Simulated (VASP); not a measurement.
# Nb (Im-3m) in VASP: further runs

Nb is run at these levels: LDA; tasks: single point.

Program: VASP 6.6.1. These are calculated values, not measurements. Logs are shortened: lines on timing, memory, paths and dates and some standing lists are left out, and cuts for length are marked.

## Step 1: The cell of the first run

It takes space group Im-3m (No. 229, cubic). The conventional cell has a = 3.253 Å, b = 3.253 Å, c = 3.253 Å, α = 90.00°, β = 90.00°, γ = 90.00°. Nb (site symmetry m-3m) has 14 Nb at 2.82 to 3.25 Å within 3.7 Å.

## Step 2: Single point, LDA

File INCAR:

```
PREC = Accurate
ENCUT = 520
EDIFF = 1E-6
ISMEAR = 0
SIGMA = 0.1
LREAL = F
LASPH = T
NELM = 80
ALGO = Normal
ISIF = 2
LWAVE = F
LCHARG = F
NBANDS = 12
```

File KPOINTS:

```
regular mesh
0
Gamma
  8 8 8
```

File POSCAR:

```
Nb
1.0
   -1.6265870592      1.6265870592      1.6265870592
    1.6265870592     -1.6265870592      1.6265870592
    1.6265870592      1.6265870592     -1.6265870592
Nb
1
Direct
    0.0000000000      0.0000000000      0.0000000000
```

Potentials or basis: VASP PAW LDA potentials, release 64 (Nb_sv).

On the command line:

```console
> cat potpaw_LDA.64/Nb_sv/POTCAR > POTCAR
> mpirun -np 1 vasp_std > vasp.out
```

OUTCAR:

```text
PREC = Accurate
   ENCUT = 520
   EDIFF = 1E-6
   ISMEAR = 0
   LREAL = F
   LASPH = T
   NELM = 80
   ISIF = 2

 ion  position               nearest neighbor table
   1  0.000  0.000  0.000-

  LATTYP: Found a body centered cubic cell.
 ALAT       =     3.2531741184

  Lattice vectors:

 A1 = (  -1.6265870592,   1.6265870592,   1.6265870592)
 A2 = (   1.6265870592,  -1.6265870592,   1.6265870592)
 A3 = (   1.6265870592,   1.6265870592,  -1.6265870592)

Analysis of symmetry for initial positions (statically):
=====================================================================
 Subroutine PRICEL returns:
 Original cell was already a primitive cell.

 Routine SETGRP: Setting up the symmetry group for a
 body centered cubic supercell.

 Subroutine GETGRP returns: Found 48 space group operations
 (whereof 48 operations were pure point group operations)
 out of a pool of 48 trial point group operations.

The static configuration has the point symmetry O_h .

Analysis of symmetry for dynamics (positions and initial velocities):
=====================================================================
 Subroutine PRICEL returns:
 Original cell was already a primitive cell.

 Routine SETGRP: Setting up the symmetry group for a
 body centered cubic supercell.

 Subroutine GETGRP returns: Found 48 space group operations
 (whereof 48 operations were pure point group operations)
 out of a pool of 48 trial point group operations.

The dynamic configuration has the point symmetry O_h .

 Subroutine INISYM returns: Found 48 space group operations
 (whereof 48 operations are pure point group operations),
 and found     1 'primitive' translations

----------------------------------------------------------------------------------------

                                     Primitive cell

  volume of cell :      17.2144

  direct lattice vectors                    reciprocal lattice vectors
    -1.626587059  1.626587059  1.626587059     0.000000000  0.307392093  0.307392093
     1.626587059 -1.626587059  1.626587059     0.307392093  0.000000000  0.307392093
     1.626587059  1.626587059 -1.626587059     0.307392093  0.307392093  0.000000000

  length of vectors
     2.817331429  2.817331429  2.817331429     0.434718066  0.434718066  0.434718066

  position of ions in fractional coordinates (direct lattice)
     0.000000000  0.000000000  0.000000000

  ion indices of the primitive-cell ions
   primitive index   ion index
                 1           1

----------------------------------------------------------------------------------------

 KPOINTS: regular mesh

Automatic generation of k-mesh.
 Grid dimensions read from file:
 generate k-points for:    8    8    8

 Generating k-lattice:

  Cartesian coordinates                     Fractional coordinates (reciprocal lattice)
     0.000000000  0.038424012  0.038424012     0.125000000  0.000000000  0.000000000
     0.038424012  0.000000000  0.038424012     0.000000000  0.125000000  0.000000000
     0.038424012  0.038424012  0.000000000     0.000000000  0.000000000  0.125000000

  Length of vectors
     0.054339758  0.054339758  0.054339758

  Shift w.r.t. Gamma in fractional coordinates (k-lattice)
     0.000000000  0.000000000  0.000000000

 Subroutine IBZKPT returns following result:
 ===========================================

 Found     29 irreducible k-points:

 Following reciprocal coordinates:
            Coordinates               Weight
  0.000000  0.000000  0.000000      1.000000
  0.125000  0.000000  0.000000     12.000000
  0.250000  0.000000  0.000000     12.000000
  0.375000  0.000000  0.000000     12.000000
  0.500000  0.000000  0.000000      6.000000
  0.125000  0.125000  0.000000     24.000000
[... 16 lines left out ...]
 -0.250000  0.250000  0.250000      6.000000
 -0.375000  0.375000  0.250000     24.000000
 [... further k-points ...]
   k-points           NKPTS =     29   k-points in BZ     NKDIM =     29   number of bands    NBANDS=     12
   number of dos      NEDOS =    301   number of ions     NIONS =      1
   total plane-waves  NPLWV =  13824
   dimension x,y,z NGX =    24 NGY =   24 NGZ =   24
   dimension x,y,z NGXF=    48 NGYF=   48 NGZF=   48
   ions per type =               1
   NGX,Y,Z   is equivalent  to a cutoff of  14.16, 14.16, 14.16 a.u.
   NGXF,Y,Z  is equivalent  to a cutoff of  28.32, 28.32, 28.32 a.u.
 SYSTEM =  unknown system
   PREC   = accura    normal or accurate (medium, high low for compatibility)
   ISTART =      0    job   : 0-new  1-cont  2-samecut
   ICHARG =      2    charge: 1-file 2-atom 10-const
   ISPIN  =      1    spin polarized calculation?
   LNONCOLLINEAR =      F non collinear calculations
   LSORBIT =      F    spin-orbit coupling
   LASPH  =      T    aspherical Exc in radial PAW
   ENCUT  =  520.0 eV  38.22 Ry    6.18 a.u.   5.24  5.24  5.24*2*pi/ulx,y,z
   NELM   =     80;   NELMIN=  2; NELMDL= -5     # of ELM steps
   EDIFF  = 0.1E-05   stopping-criterion for ELM
   LREAL  =      F    real-space projection
   EDIFFG = 0.1E-04   stopping-criterion for IOM
   NSW    =      0    number of steps for IOM
   IBRION =     -1    ionic relax: 0-MD 1-quasi-New 2-CG
   NFREE  =      0    steps in history (QN), initial steepest desc. (CG)
   ISIF   =      2    stress and relaxation
   ISYM   =      2    0-nonsym 1-usesym 2-fastsym
   POTIM  = 0.5000    time-step for ionic-motion
   TEBEG  =    0.0;   TEEND  =   0.0 temperature during run
   PSTRESS=    0.0 pullay stress
   NELECT =      13.0000    total number of electrons
   NUPDOWN=      -1.0000    fix difference up-down
   EMIN   =  10.00;   EMAX   =-10.00  energy-range for DOS
   EFERMI =   0.00;   METHOD = LEGACY
   ISMEAR =     0;   SIGMA  =   0.10  broadening in eV -4-tet -1-fermi 0-gaus
   EFERMI_NEDOS =   21; number of points for ismear=-14 and -15
   IALGO  =     38    algorithm
   IMIX   =      4    mixing-type and parameters
     AMIX     =   0.40;   BMIX     =  1.00
     AMIX_MAG =   1.60;   BMIX_MAG =  1.00
  volume/ion in A,a.u.               =      17.21       116.17
  Fermi-wavevector in a.u.,A,eV,Ry     =   1.490820  2.817242 30.239564  2.222545
  Thomas-Fermi vector in A             =   2.603554
   LORBIT       =      0    0 simple, 1 ext, 2 COOP (PROOUT), +10 PAW based schemes
   GGA     = CA    functional components
   LHFCALC =     F    Hartree Fock is set to
   AEXX    =    0.0000 exact exchange contribution
   IVDW    =     0    specifies the selected vdW correction
   LEPSILON=     F    determine dielectric tensor
   LRPA    =     F    only Hartree local field effects (RPA)
 non-spin polarized calculation
 Gauss-broadening in eV      SIGMA  =   0.10
  energy-cutoff  :      520.00
  volume of cell :       17.21
 maximum number of plane-waves:       476
 NGX is ok and might be reduce to    24
   NGX = 11   NGY = 11   NGZ = 11

 number of electron      13.0000001 magnetization

 Free energy of the ion-electron system (eV)
  ---------------------------------------------------
  ext. energy  EPLUGINS =         0.00000000
  ---------------------------------------------------
  free energy    TOTEN  =       -11.27950374 eV

  energy without entropy =      -11.27235840  energy(sigma->0) =      -11.27593107

 E-fermi :  11.4963     XC(G=0): -12.9537

 val. band max:       11.4892016599   @ k =   0.3750   0.2500   0.0000
 cond. band min:      11.5091618134   @ k =   0.2500   0.0000   0.0000
 fundamental gap:      0.0199601535
 Fermi energy:        11.4962653020

 k-point     1 :       0.0000    0.0000    0.0000
  band No.  band energies     occupation
      1     -42.4150      2.00000
      2     -17.7555      2.00000
      3     -17.7555      2.00000
      4     -17.7555      2.00000
      5       5.6338      2.00000
      6      11.9387      0.00000
      7      11.9387      0.00000
      8      11.9387      0.00000
      9      14.9990      0.00000
     10      14.9990      0.00000
     11      25.9982      0.00000
     12      25.9982      0.00000

 k-point     2 :       0.1250    0.0000    0.0000
  band No.  band energies     occupation
      1     -42.3720      2.00000
      2     -18.0049      2.00000
      3     -17.8308      2.00000
      4     -17.7579      2.00000
      5       6.2858      2.00000
      6      11.5450      0.49077
      7      11.8065      0.00001
      8      12.5890      0.00000
      9      14.5114      0.00000
     10      15.0085      0.00000
     11      26.4826      0.00000
     12      27.1421      0.00000

 k-point     3 :       0.2500    0.0000    0.0000
  band No.  band energies     occupation
      1     -42.2667      2.00000
      2     -18.5792      2.00000
      3     -18.0084      2.00000
      4     -17.7639      2.00000
      5       7.6150      2.00000
      6      10.7323      2.00000
      7      11.5092      0.85528
      8      14.4084      0.00000
      9      14.4603      0.00000
     10      15.1587      0.00000
     11      26.2722      0.00000
     12      28.1559      0.00000
[... 286 lines left out ...]
 k-point    23 :      -0.2500    0.2500    0.2500
  band No.  band energies     occupation
      1     -42.1404      2.00000
      2     -18.6127      2.00000
      3     -18.2848      2.00000
      4     -18.2848      2.00000
      5       9.1583      2.00000
      6      10.3773      2.00000
      7      12.5971      0.00000
      8      12.5971      0.00000
      9      14.2121      0.00000
     10      16.6063      0.00000
     11      26.6235      0.00000
     12      30.4825      0.00000

 k-point    24 :      -0.3750    0.3750    0.2500
  band No.  band energies     occupation
      1     -42.0492      2.00000
      2     -18.9285      2.00000
      3     -18.4722      2.00000
      4     -18.3346      2.00000
      5       9.0990      2.00000
      6       9.6553      2.00000
      7      12.5916      0.00000
      8      13.3912      0.00000
      9      16.3150      0.00000
     10      17.7895      0.00000
     11      26.0160      0.00000
     12      27.9537      0.00000

 [... further k-points ...]

------------------------ aborting loop because EDIFF is reached ----------------------------------------

  FORCE on cell =-STRESS in cart. coord.  units (eV):
  Direction    XX          YY          ZZ          XY          YZ          ZX
  --------------------------------------------------------------------------------------
  -------------------------------------------------------------------------------------
  Total       -0.0156102     -0.0156102     -0.0156102      0.0000000     -0.0000000      0.0000000
  in kB       -1.4528737     -1.4528737     -1.4528737      0.0000000     -0.0000000      0.0000000
  external PRESSURE =      -1.4528737 kB  Pullay stress =       0.0000000 kB

 VOLUME and BASIS-vectors are now :
 -----------------------------------------------------------------------------
  energy-cutoff  :      520.00
  volume of cell :       17.21
      direct lattice vectors                 reciprocal lattice vectors
    -1.626587059  1.626587059  1.626587059     0.000000000  0.307392093  0.307392093
     1.626587059 -1.626587059  1.626587059     0.307392093  0.000000000  0.307392093
     1.626587059  1.626587059 -1.626587059     0.307392093  0.307392093  0.000000000

 POSITION                                       TOTAL-FORCE (eV/Angst)
 -----------------------------------------------------------------------------------
      0.00000      0.00000      0.00000         0.000000      0.000000     -0.000000
 -----------------------------------------------------------------------------------
    total drift:                                0.000000      0.000000      0.000000

  FREE ENERGIE OF THE ION-ELECTRON SYSTEM (eV)
  ---------------------------------------------------
  free  energy   TOTEN  =       -11.2795037422 eV

  energy  without entropy=      -11.2723584025  energy(sigma->0) =      -11.27593107
```

Wall time 5.1 s (1 thread of Intel Xeon 6975P-C, shared host); peak memory 0.13 GiB.

Results:

```
Free energy : -11.2795 eV
Pressure    : -0.1 GPa
```

(Part 1 of 2 ends here.)
